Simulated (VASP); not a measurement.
Input of a VASP 6.6.1 run:

File POSCAR:

```
Zr2O
1.0
    4.4580671778      0.0000000000      0.0000000000
    0.0000000000      4.4580671778      0.0000000000
    0.0000000000      0.0000000000      5.2333832088
Zr O
4 2
Direct
    0.2500000000      0.2500000000      0.7500000000
    0.7500000000      0.2500000000      0.2500000000
    0.2500000000      0.7500000000      0.2500000000
    0.7500000000      0.7500000000      0.7500000000
    0.0000000000      0.0000000000      0.0000000000
    0.5000000000      0.5000000000      0.5000000000
```

Contents of INCAR.step1:

```
PREC = Accurate
ENCUT = 520
ISMEAR = 0
SIGMA = 0.15
LREAL = F
LASPH = T
NELM = 100
NBANDS = 39
GGA = PE
ALGO = Normal
EDIFF = 1E-4
LWAVE = T
LCHARG = F
```

Contents of INCAR.step2:

```
PREC = Accurate
ENCUT = 520
EDIFF = 1E-7
ISMEAR = 0
SIGMA = 0.15
LREAL = F
LASPH = T
NELM = 100
ALGO = Normal
ISIF = 2
LWAVE = F
LCHARG = F
METAGGA = R2SCAN
LMIXTAU = T
NBANDS = 39
ISTART = 1
```

File KPOINTS:

```
regular mesh
0
Gamma
  10 10 10
```

Potentials or basis: VASP PAW PBE potentials, release 64 (Zr_sv, O).

The run is started by

```sh
$ cat potpaw_PBE.64/Zr_sv/POTCAR potpaw_PBE.64/O/POTCAR > POTCAR
$ cp INCAR.step1 INCAR
$ mpirun -np 1 vasp_std > vasp.out
$ cp INCAR.step2 INCAR
$ mpirun -np 1 vasp_std > vasp.out
```

Predict the band gap on the k mesh.

zero (band 30 reaches 9.76 eV, above the bottom of band 31 at 8.59 eV).

Predict the pressure.

13.3 GPa.

Stress tensor (GPa, compression positive):
```
17.57  0.00  0.00
 0.00 17.57  0.00
 0.00  0.00  4.89
```

Caveat: the cell differs from its parent crystal (strain -0.080 along x and y, +0.080 along z); the PAW data sets were made with another functional, which shifts forces and pressure a little.
